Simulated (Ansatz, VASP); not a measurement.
**NaTiO2 in VASP and in Ansatz**

The input INCAR:

```
ALGO = Normal
EDIFF = 1E-6
ENCUT = 520
ISIF = 2
ISMEAR = -1
ISPIN = 2
LASPH = True
LCHARG = False
LMAXMIX = 4
LORBIT = 11
LREAL = False
LWAVE = False
MAGMOM = 0 1 0 0
NBANDS = 28
NELM = 150
PREC = Accurate
SIGMA = 0.03
```

KPOINTS

```
k-points
0
Gamma
  10 10 10
```

POSCAR

```
NaTiO2
1.0
    1.4810510677      0.8550852326      5.3075185625
   -1.4810510677      0.8550852326      5.3075185625
    0.0000000000     -1.7101704652      5.3075185625
Na Ti O
1 1 2
Direct
    0.0000000000      0.0000000000      0.0000000000
    0.5000000000      0.5000000000      0.5000000000
    0.7638036100      0.7638036100      0.7638036100
    0.2361963900      0.2361963900      0.2361963900
```

Input for Ansatz:

```yaml
crystal:
  lattice:
    - [1.4810510677, 0.8550852326, 5.3075185625]
    - [-1.4810510677, 0.8550852326, 5.3075185625]
    - [0.0, -1.7101704652, 5.3075185625]
  atoms:
    - { symbol: Na, position: [0.0, 0.0, 0.0] }
    - { symbol: Ti, position: [0.5, 0.5, 0.5], spin: 1.0 }
    - { symbol: O, position: [0.76380361, 0.76380361, 0.76380361] }
    - { symbol: O, position: [0.23619639, 0.23619639, 0.23619639] }
magnetization:
  spin_polarized: true
kpoints:
  mp_grid: { grid: [10, 10, 10] }
scf:
  occupations: { method: fermi_dirac, width: 0.03 }
hamiltonian:
  xc: lda
  pseudopotentials: { kind: all_electron, lapw: { basis_error: 0.001 } }
output:
  forces: true
  stress: true
  eigenvalues: false
  populations: true
```

Change from the starting cell: volume scaled by 0.95, LAPW.

Alike in both runs: task single point; functional LDA; k mesh 10 × 10 × 10; occupations fermi-dirac, width 0.03 eV; collinear spin.

|  | VASP | Ansatz |
| --- | --- | --- |
| version | VASP 6.6.1 | Ansatz 0.2.0 |
| potentials or method | VASP PAW LDA potentials, release 64 (Na_pv, Ti_sv, O), cutoff 520 eV | all-electron LAPW, scalar-relativistic |

Ansatz gave:

- pressure (GPa): -1.3
- traceless stress, the component that is largest in VASP (GPa): 4.63
- rms of the force components (eV/Å): 0.127
- net moment per atom (μB): 0.00

Q: Estimate VASP's values.

A: Pressure (GPa): -0.6; traceless stress, the component that is largest in VASP (GPa): 4.51; rms of the force components (eV/Å): 0.147; net moment per atom (μB): 0.00.

LDA's correlation is that of Perdew and Zunger in VASP and of Perdew and Wang (1992) in Ansatz. Atom by atom the forces differ by 0.020 eV/Å (rms over components). Ansatz ran all-electron here, and VASP with PAW potentials. Ansatz's warnings: seeded moment not kept.
